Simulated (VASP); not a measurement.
Here is a VASP 6.6.1 calculation.

The input INCAR:

```
SYSTEM = Zr
ALGO = Normal ; EDIFF = 1E-6
ENCUT = 520 ; GGA = PE
ISIF = 2 ; ISMEAR = -1
LASPH = .TRUE. ; LCHARG = .FALSE.
LREAL = .FALSE. ; LWAVE = .FALSE.
NBANDS = 19 ; NELM = 60
PREC = Accurate ; SIGMA = 0.03
```

KPOINTS

```
k-points
0
G
  13 13 7
  0 0 0
```

Contents of POSCAR:

```
Zr
1.0
    3.2319982225      0.0000000000      0.0000000000
   -1.6159991112      2.7989925656      0.0000000000
    0.0000000000      0.0000000000      5.1470000000
Zr
2
Direct
    0.3333333333      0.6666666667      0.2500000000
    0.6666666667      0.3333333333      0.7500000000
```

Potentials or basis: VASP PAW PBE potentials, release 64 (Zr_sv).

The run is started by

```bash
$ cat potpaw_PBE.64/Zr_sv/POTCAR > POTCAR
$ mpirun -np 1 vasp_std > vasp.out
```

Task: Estimate the band gap on the k mesh.

Result: Zero (band 12 reaches 9.86 eV, above the bottom of band 13 at 8.76 eV).

Task: Predict the pressure.

Result: 0.5 GPa.

Stress tensor (GPa, compression positive):
```
0.22 0.00 0.00
0.00 0.22 0.00
0.00 0.00 1.09
```
